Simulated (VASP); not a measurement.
# AlN (R-3m) in VASP: further runs, part 2 of 3

VASP 6.6.1. The steps go on from the part before.

### Step 3. Single point, PBEsol

This run uses another cell than the first one, of 6.95 Å³/atom, 0.724 times its volume.

Input file INCAR:

```
PREC = Accurate ; ENCUT = 520
EDIFF = 1E-6 ; ISMEAR = 0
SIGMA = 0.05 ; LREAL = False
LASPH = True ; NELM = 100
ALGO = Normal ; ISIF = 2
LWAVE = False ; LCHARG = True
GGA = PS ; LELF = True
LVHAR = True ; NBANDS = 11
```

Input file KPOINTS:

```
regular mesh
0
Gamma
  10 10 10
```

Input file POSCAR:

```
AlN
1.0
    0.1036565955      1.9613016762      1.9613016762
    1.9613016762      0.1036565955      1.9613016762
    1.9613016762      1.9613016762      0.1036565955
Al N
1 1
Direct
    0.5000000000      0.5000000000      0.5000000000
    0.0000000000      0.0000000000      0.0000000000
```

Potentials or basis: VASP PAW PBE potentials, release 64 (Al, N).

On the command line:

```bash
> cat potpaw_PBE.64/Al/POTCAR potpaw_PBE.64/N/POTCAR > POTCAR
> mpirun -np 1 vasp_std > vasp.out
```

OUTCAR:

```text
PREC = Accurate
   ENCUT = 520
   EDIFF = 1E-6
   ISMEAR = 0
   LREAL = False
   LASPH = True
   NELM = 100
   ISIF = 2
   GGA = PS

 ion  position               nearest neighbor table
   1  0.500  0.500  0.500-   2 1.91   2 1.91   2 1.91   2 1.91   2 1.91   2 1.91
   2  0.000  0.000  0.000-   1 1.91   1 1.91   1 1.91   1 1.91   1 1.91   1 1.91

  LATTYP: Found a trigonal (rhomboedric) cell.
 ALAT       =     2.7756356425
 COS(alpha) =     0.5520798786

  Lattice vectors:

 A1 = (   0.1036565955,   1.9613016762,   1.9613016762)
 A2 = (   1.9613016762,   0.1036565955,   1.9613016762)
 A3 = (   1.9613016762,   1.9613016762,   0.1036565955)

Analysis of symmetry for initial positions (statically):
=====================================================================
 Subroutine PRICEL returns:
 Original cell was already a primitive cell.

 Routine SETGRP: Setting up the symmetry group for a
 trigonal (rhombohedral) supercell.

 Subroutine GETGRP returns: Found 12 space group operations
 (whereof 12 operations were pure point group operations)
 out of a pool of 12 trial point group operations.

The static configuration has the point symmetry D_3d.

Analysis of symmetry for dynamics (positions and initial velocities):
=====================================================================
 Subroutine PRICEL returns:
 Original cell was already a primitive cell.

 Routine SETGRP: Setting up the symmetry group for a
 trigonal (rhombohedral) supercell.

 Subroutine GETGRP returns: Found 12 space group operations
 (whereof 12 operations were pure point group operations)
 out of a pool of 12 trial point group operations.

The dynamic configuration has the point symmetry D_3d.

 Subroutine INISYM returns: Found 12 space group operations
 (whereof 12 operations are pure point group operations),
 and found     1 'primitive' translations

[... 116 lines left out ...]
  Fermi-wavevector in a.u.,A,eV,Ry     =   1.361954  2.573720 25.237696  1.854918
  Thomas-Fermi vector in A             =   2.488485
   LORBIT       =      0    0 simple, 1 ext, 2 COOP (PROOUT), +10 PAW based schemes
   GGA     = PS    functional components
   LHFCALC =     F    Hartree Fock is set to
   AEXX    =    0.0000 exact exchange contribution
   IVDW    =     0    specifies the selected vdW correction
   LEPSILON=     F    determine dielectric tensor
   LRPA    =     F    only Hartree local field effects (RPA)
 non-spin polarized calculation
 Gauss-broadening in eV      SIGMA  =   0.05
  energy-cutoff  :      520.00
  volume of cell :       13.89
 maximum number of plane-waves:       383
 NGX is ok and might be reduce to    24
   NGX = 11   NGY = 11   NGZ = 11

 number of electron       7.9999999 magnetization

 Free energy of the ion-electron system (eV)
  ---------------------------------------------------
  ext. energy  EPLUGINS =         0.00000000
  ---------------------------------------------------
  free energy    TOTEN  =       -14.82597224 eV

  energy without entropy =      -14.82597224  energy(sigma->0) =      -14.82597224

 E-fermi :  13.1226     XC(G=0): -13.2977

 val. band max:       12.8144188538   @ k =   0.0000   0.0000   0.0000
 cond. band min:      16.6735370360   @ k =   0.5000   0.5000   0.0000
 fundamental gap:      3.8591181822
 Fermi energy:        13.1225684890

 k-point     1 :       0.0000    0.0000    0.0000
  band No.  band energies     occupation
      1      -6.9105      2.00000
      2      11.4023      2.00000
      3      12.8144      2.00000
      4      12.8144      2.00000
      5      19.9054      0.00000
      6      24.0059      0.00000
      7      25.8056      0.00000
      8      25.8056      0.00000
      9      30.2570      0.00000
     10      31.4349      0.00000
     11      31.4349      0.00000
[... 309 lines left out ...]
 k-point    24 :       0.4000    0.3000   -0.0000
  band No.  band energies     occupation
      1      -3.2395      2.00000
      2       5.7772      2.00000
      3       9.0150      2.00000
      4       9.5239      2.00000
      5      18.1189      0.00000
      6      21.3026      0.00000
      7      26.1134      0.00000
      8      30.1399      0.00000
      9      31.2108      0.00000
     10      36.0436      0.00000
     11      39.7387      0.00000

 [... further k-points ...]
[... 5 lines left out ...]
  --------------------------------------------------------------------------------------
  -------------------------------------------------------------------------------------
  Total        5.6778432      5.6778432      5.6778432     -1.9913898     -1.9913898     -1.9913898
  in kB      654.7366979    654.7366979    654.7366979   -229.6357895   -229.6357895   -229.6357895
  external PRESSURE =     654.7366979 kB  Pullay stress =       0.0000000 kB

 VOLUME and BASIS-vectors are now :
 -----------------------------------------------------------------------------
  energy-cutoff  :      520.00
  volume of cell :       13.89
      direct lattice vectors                 reciprocal lattice vectors
     0.103656596  1.961301676  1.961301676    -0.276087489  0.262228473  0.262228473
     1.961301676  0.103656596  1.961301676     0.262228473 -0.276087489  0.262228473
     1.961301676  1.961301676  0.103656596     0.262228473  0.262228473 -0.276087489

 POSITION                                       TOTAL-FORCE (eV/Angst)
 -----------------------------------------------------------------------------------
      2.01313      2.01313      2.01313        -0.000000     -0.000000     -0.000000
      0.00000      0.00000      0.00000         0.000000      0.000000      0.000000
 -----------------------------------------------------------------------------------
    total drift:                                0.000000     -0.000000     -0.000000

  FREE ENERGIE OF THE ION-ELECTRON SYSTEM (eV)
  ---------------------------------------------------
  free  energy   TOTEN  =       -14.8259722412 eV

  energy  without entropy=      -14.8259722412  energy(sigma->0) =      -14.82597224
```

stdout:

```text
POSCAR found type information on POSCAR AlN
 POSCAR found :  2 types and       2 ions
 scaLAPACK will be used
 -----------------------------------------------------------------------------
|                                                                             |
|                                                                             |
|     You enforced a specific xc type in the INCAR file but a different       |
|     I HOPE YOU KNOW WHAT YOU ARE DOING!                                     |
|                                                                             |
 -----------------------------------------------------------------------------

 LDA part: xc-table for (Slater+PW92), standard interpolation
 POSCAR, INCAR and KPOINTS ok, starting setup
 FFT: planning ... GRIDC
 FFT: planning ... GRID_SOFT
 FFT: planning ... GRID
 WAVECAR not read
 entering main loop
```

Run time: 10 s. Hardware: 1 thread of Intel Xeon Platinum 8488C (Sapphire Rapids), shared host; peak memory 0.14 GiB.

Results:

| Item | Value |
| --- | --- |
| Free energy | -14.8260 eV |
| Pressure | 65.5 GPa |
| Band gap on the k mesh | 3.86 eV, indirect (least direct gap 6.97 eV) |

Caveat: the PAW data sets were made with another functional, which shifts forces and pressure a little. A k mesh can miss the band edges.

### Step 4. Single point, PBEsol

This run uses another cell than the first one, of 7.39 Å³/atom, 0.770 times its volume.

Input file INCAR:

```
ALGO = Normal ; EDIFF = 1E-6
ENCUT = 520 ; GGA = PS
ISIF = 2 ; ISMEAR = 0
LASPH = True ; LCHARG = False
LREAL = False ; LWAVE = False
NBANDS = 11 ; NELM = 100
PREC = Accurate ; SIGMA = 0.05
```

Input file KPOINTS:

```
k-points
0
Gamma
  10 10 10
```

Input file POSCAR:

```
AlN
1.0
   -0.1535510482      1.8739715953      1.8739715953
    1.8739715953     -0.1535510482      1.8739715953
    1.8739715953      1.8739715953     -0.1535510482
Al N
1 1
Direct
    0.5000000000      0.5000000000      0.5000000000
    0.0000000000      0.0000000000      0.0000000000
```

Potentials or basis: VASP PAW PBE potentials, release 64 (Al, N).

On the command line:

```bash
> cat potpaw_PBE.64/Al/POTCAR potpaw_PBE.64/N/POTCAR > POTCAR
> mpirun -np 1 vasp_std > vasp.out
```

OUTCAR:

```text
EDIFF = 1E-6
   ENCUT = 520
   GGA = PS
   ISIF = 2
   ISMEAR = 0
   LASPH = True
   LREAL = False
   NELM = 100
   PREC = Accurate

 ion  position               nearest neighbor table
   1  0.500  0.500  0.500-   2 1.95   2 1.95   2 1.95   2 1.95   2 1.95   2 1.95
   2  0.000  0.000  0.000-   1 1.95   1 1.95   1 1.95   1 1.95   1 1.95   1 1.95

  LATTYP: Found a trigonal (rhomboedric) cell.
 ALAT       =     2.6546406545
 COS(alpha) =     0.4166624355

  Lattice vectors:

 A1 = (  -0.1535510482,   1.8739715953,   1.8739715953)
 A2 = (   1.8739715953,  -0.1535510482,   1.8739715953)
[... 513 lines left out ...]
      7      24.2793      0.00000
      8      28.4388      0.00000
      9      29.5128      0.00000
     10      34.6255      0.00000
     11      37.4871      0.00000

 [... further k-points ...]
[... 5 lines left out ...]
  --------------------------------------------------------------------------------------
  -------------------------------------------------------------------------------------
  Total        3.5219333      3.5219333      3.5219333      2.2928889      2.2928889      2.2928889
  in kB      381.8869584    381.8869584    381.8869584    248.6203682    248.6203682    248.6203682
  external PRESSURE =     381.8869584 kB  Pullay stress =       0.0000000 kB

 VOLUME and BASIS-vectors are now :
 -----------------------------------------------------------------------------
  energy-cutoff  :      520.00
  volume of cell :       14.78
      direct lattice vectors                 reciprocal lattice vectors
    -0.153551048  1.873971595  1.873971595    -0.236071441  0.257141300  0.257141300
     1.873971595 -0.153551048  1.873971595     0.257141300 -0.236071441  0.257141300
     1.873971595  1.873971595 -0.153551048     0.257141300  0.257141300 -0.236071441

 POSITION                                       TOTAL-FORCE (eV/Angst)
 -----------------------------------------------------------------------------------
      1.79720      1.79720      1.79720        -0.000000      0.000000     -0.000000
      0.00000      0.00000      0.00000         0.000000      0.000000      0.000000
 -----------------------------------------------------------------------------------
    total drift:                                0.000000     -0.000000     -0.000000

  FREE ENERGIE OF THE ION-ELECTRON SYSTEM (eV)
  ---------------------------------------------------
  free  energy   TOTEN  =       -14.9669661059 eV

  energy  without entropy=      -14.9669661059  energy(sigma->0) =      -14.96696611
```

stdout:

```text
POSCAR found type information on POSCAR AlN
 POSCAR found :  2 types and       2 ions
 scaLAPACK will be used
 -----------------------------------------------------------------------------
|                                                                             |
|                                                                             |
|     You enforced a specific xc type in the INCAR file but a different       |
|     I HOPE YOU KNOW WHAT YOU ARE DOING!                                     |
|                                                                             |
 -----------------------------------------------------------------------------

 LDA part: xc-table for (Slater+PW92), standard interpolation
 POSCAR, INCAR and KPOINTS ok, starting setup
 FFT: planning ... GRIDC
 FFT: planning ... GRID_SOFT
 FFT: planning ... GRID
 WAVECAR not read
 entering main loop
```

Run time: 9.9 s. Hardware: 1 thread of Intel Xeon Platinum 8488C (Sapphire Rapids), shared host; peak memory 0.13 GiB.

Results:

```
Free energy            : -14.9670 eV
Pressure               : 38.2 GPa
Band gap on the k mesh : 2.88 eV, indirect (least direct gap 5.75 eV)
```

Levels at points of the mesh, in eV from the valence-band top:
```tsv
k point	band 1	band 2	band 3	band 4	band 5	band 6	band 7	band 8	band 9
(0.00, 0.00, 0.00)	-19.64	-1.52	-1.52	0.00	5.75	10.02	10.02	15.01	16.28
(0.50, 0.00, 0.00)	-16.08	-10.43	-2.47	-1.42	5.98	10.74	12.94	12.97	16.79
(0.50, 0.50, 0.00)	-14.64	-9.23	-5.03	-3.12	2.88	5.74	13.62	17.21	19.08
(0.50, 0.50, 0.50)	-15.04	-9.28	-3.21	-3.21	4.03	8.83	8.83	14.86	15.26
```

Caveat: the PAW data sets were made with another functional, which shifts forces and pressure a little. A k mesh can miss the band edges.

### Step 5. Single point, PBEsol

This run uses another cell than the first one, of 7.39 Å³/atom, 0.770 times its volume.

Input file INCAR:

```
SYSTEM = AlN
PREC = Accurate ; ENCUT = 520
EDIFF = 1E-6 ; ISMEAR = 0
SIGMA = 0.05 ; LREAL = .FALSE.
LASPH = .TRUE. ; NELM = 60
ALGO = Normal ; ISIF = 2
LWAVE = .FALSE. ; LCHARG = .FALSE.
GGA = PS ; NBANDS = 11
```

Input file KPOINTS:

```
Automatic mesh
0
G
  10 10 10
  0 0 0
```

Input file POSCAR:

```
AlN
1.0
    0.1598982448      2.0307825446      2.0307825446
    2.0307825446      0.1598982448      2.0307825446
    2.0307825446      2.0307825446      0.1598982448
Al N
1 1
Direct
    0.5000000000      0.5000000000      0.5000000000
    0.0000000000      0.0000000000      0.0000000000
```

Potentials or basis: VASP PAW PBE potentials, release 64 (Al, N).

On the command line:

```bash
> cat potpaw_PBE.64/Al/POTCAR potpaw_PBE.64/N/POTCAR > POTCAR
> mpirun -np 1 vasp_std > vasp.out
```

OUTCAR:

```text
SYSTEM = AlN
   PREC = Accurate
   ENCUT = 520
   EDIFF = 1E-6
   ISMEAR = 0
   LREAL = .FALSE.
   LASPH = .TRUE.
   NELM = 60
   ISIF = 2
   GGA = PS

 ion  position               nearest neighbor table
   1  0.500  0.500  0.500-   2 1.95   2 1.95   2 1.95   2 1.95   2 1.95   2 1.95
   2  0.000  0.000  0.000-   1 1.95   1 1.95   1 1.95   1 1.95   1 1.95   1 1.95

  LATTYP: Found a trigonal (rhomboedric) cell.
 ALAT       =     2.8764079919
 COS(alpha) =     0.5769488427

  Lattice vectors:

 A1 = (   0.1598982448,   2.0307825446,   2.0307825446)
 A2 = (   2.0307825446,   0.1598982448,   2.0307825446)
 A3 = (   2.0307825446,   2.0307825446,   0.1598982448)

Analysis of symmetry for initial positions (statically):
=====================================================================
 Subroutine PRICEL returns:
 Original cell was already a primitive cell.

 Routine SETGRP: Setting up the symmetry group for a
 trigonal (rhombohedral) supercell.

 Subroutine GETGRP returns: Found 12 space group operations
 (whereof 12 operations were pure point group operations)
 out of a pool of 12 trial point group operations.

The static configuration has the point symmetry D_3d.

Analysis of symmetry for dynamics (positions and initial velocities):
[... 166 lines left out ...]

 k-point     1 :       0.0000    0.0000    0.0000
  band No.  band energies     occupation
      1      -7.1640      2.00000
      2      10.0791      2.00000
      3      12.1816      2.00000
      4      12.1816      2.00000
      5      17.4075      0.00000
      6      22.9063      0.00000
      7      25.1282      0.00000
      8      25.1282      0.00000
      9      28.6845      0.00000
     10      30.2360      0.00000
     11      30.2360      0.00000
[... 309 lines left out ...]
 k-point    24 :       0.4000    0.3000   -0.0000
  band No.  band energies     occupation
      1      -3.6802      2.00000
      2       5.2000      2.00000
      3       8.0780      2.00000
      4       9.0889      2.00000
      5      16.7430      0.00000
      6      20.3406      0.00000
      7      23.9683      0.00000
      8      28.7037      0.00000
      9      29.3326      0.00000
     10      34.4524      0.00000
     11      37.6891      0.00000

 [... further k-points ...]
[... 5 lines left out ...]
  --------------------------------------------------------------------------------------
  -------------------------------------------------------------------------------------
  Total        3.5568969      3.5568969      3.5568969     -3.0353359     -3.0353359     -3.0353359
  in kB      385.6780953    385.6780953    385.6780953   -329.1246855   -329.1246855   -329.1246855
  external PRESSURE =     385.6780953 kB  Pullay stress =       0.0000000 kB

 VOLUME and BASIS-vectors are now :
 -----------------------------------------------------------------------------
  energy-cutoff  :      520.00
  volume of cell :       14.78
      direct lattice vectors                 reciprocal lattice vectors
     0.159898245  2.030782545  2.030782545    -0.277376170  0.257130426  0.257130426
     2.030782545  0.159898245  2.030782545     0.257130426 -0.277376170  0.257130426
     2.030782545  2.030782545  0.159898245     0.257130426  0.257130426 -0.277376170

 POSITION                                       TOTAL-FORCE (eV/Angst)
 -----------------------------------------------------------------------------------
      2.11073      2.11073      2.11073         0.000000     -0.000000      0.000000
      0.00000      0.00000      0.00000        -0.000000      0.000000     -0.000000
 -----------------------------------------------------------------------------------
    total drift:                                0.000000     -0.000000     -0.000000

  FREE ENERGIE OF THE ION-ELECTRON SYSTEM (eV)
  ---------------------------------------------------
  free  energy   TOTEN  =       -14.9073285304 eV

  energy  without entropy=      -14.9073285304  energy(sigma->0) =      -14.90732853
```

stdout:

```text
POSCAR found type information on POSCAR AlN
 POSCAR found :  2 types and       2 ions
 scaLAPACK will be used
 -----------------------------------------------------------------------------
|                                                                             |
|                                                                             |
|     You enforced a specific xc type in the INCAR file but a different       |
|     I HOPE YOU KNOW WHAT YOU ARE DOING!                                     |
|                                                                             |
 -----------------------------------------------------------------------------

 LDA part: xc-table for (Slater+PW92), standard interpolation
 POSCAR, INCAR and KPOINTS ok, starting setup
 FFT: planning ... GRIDC
 FFT: planning ... GRID_SOFT
 FFT: planning ... GRID
 WAVECAR not read
 entering main loop
```

Wall time 12 s (1 thread of Intel Xeon Platinum 8488C (Sapphire Rapids), shared host); peak memory 0.14 GiB.

What came out:

```
Free energy            : -14.9073 eV
Pressure               : 38.6 GPa
Band gap on the k mesh : 3.16 eV, indirect (least direct gap 5.23 eV)
```

Levels at points of the mesh, in eV from the valence-band top:
| k point | band 1 | band 2 | band 3 | band 4 | band 5 | band 6 | band 7 | band 8 | band 9 |
| --- | --- | --- | --- | --- | --- | --- | --- | --- | --- |
| (0.00, 0.00, 0.00) | -19.35 | -2.10 | 0.00 | 0.00 | 5.23 | 10.72 | 12.95 | 12.95 | 16.50 |
| (0.50, 0.00, 0.00) | -15.28 | -9.54 | -2.91 | -1.63 | 4.92 | 10.36 | 11.31 | 13.68 | 16.07 |
| (0.50, 0.50, 0.00) | -14.34 | -8.93 | -4.68 | -2.87 | 3.16 | 6.03 | 13.64 | 18.37 | 18.73 |
| (0.50, 0.50, 0.50) | -16.24 | -10.75 | -1.01 | -1.01 | 7.93 | 12.58 | 13.19 | 13.19 | 18.01 |

Caveat: the PAW data sets were made with another functional, which shifts forces and pressure a little.

[end of part 2 of 3]
